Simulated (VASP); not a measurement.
Wanted: the native input for a VASP 6.6.1 run.

```yaml
Task: single point
Functional: PBE
Dispersion: D3(BJ)
Potentials_or_basis: VASP PAW PBE potentials, release 64 (C)
Cutoff: 520 eV
k_mesh: 15 × 15 × 1
Occupations: gaussian, width 0.1 eV
Spin: no spin polarisation
Dipole_correction: yes
Further_INCAR_settings: ALGO = Normal; EDIFF = 1e-07; NBANDS = 16
```

The structure of C lies in POSCAR:

```
C
1.0
    2.4656524409      0.0000000000      0.0000000000
   -1.2328262205      2.1353176508      0.0000000000
    0.0000000000      0.0000000000     17.5000663883
C
4
Direct
    0.6666666667      0.3333333333      0.2571437784
    0.3333333333      0.6666666667      0.2571418816
    1.1666666667      0.3333333333      0.4120022306
    0.8333333333      0.6666666667      0.4120003338
```

One way to write it, as run:

INCAR

```
PREC     = Accurate       # precision mode
ENCUT    = 520            # plane-wave cutoff, eV
EDIFF    = 1E-7           # SCF threshold, eV
ISMEAR   = 0              # smearing method
SIGMA    = 0.1            # smearing width, eV
LREAL    = F              # projectors in reciprocal space
LASPH    = T              # aspherical terms in the spheres
NELM     = 100            # most SCF steps
ALGO     = Normal         # electronic algorithm
ISIF     = 2              # what is computed and relaxed
LWAVE    = F              # write WAVECAR
LCHARG   = F              # write CHGCAR
LDIPOL   = T            
IDIPOL   = 3            
DIPOL    = 0.5 0.5 0.335
GGA      = PE             # functional
IVDW     = 12             # dispersion correction
NBANDS   = 16             # bands
```

KPOINTS

```
Automatic mesh
0
Gamma
  15 15 1
```

Potentials or basis: VASP PAW PBE potentials, release 64 (C).

Launch:

```bash
$ cat potpaw_PBE.64/C/POTCAR > POTCAR
$ mpirun -np 1 vasp_std > vasp.out
```

It gave:

```
Largest force              : 0.459 eV/Å
Band gap on the k mesh     : 0.40 eV, indirect (least direct gap 0.66 eV)
Dispersion energy per atom : -0.136 eV
```

It took 100 s on 1 thread of Intel(R) Xeon(R) Platinum 8259CL CPU @ 2.50GHz (Skylake/Cascade Lake) (shared host), peak memory 0.24 GiB.
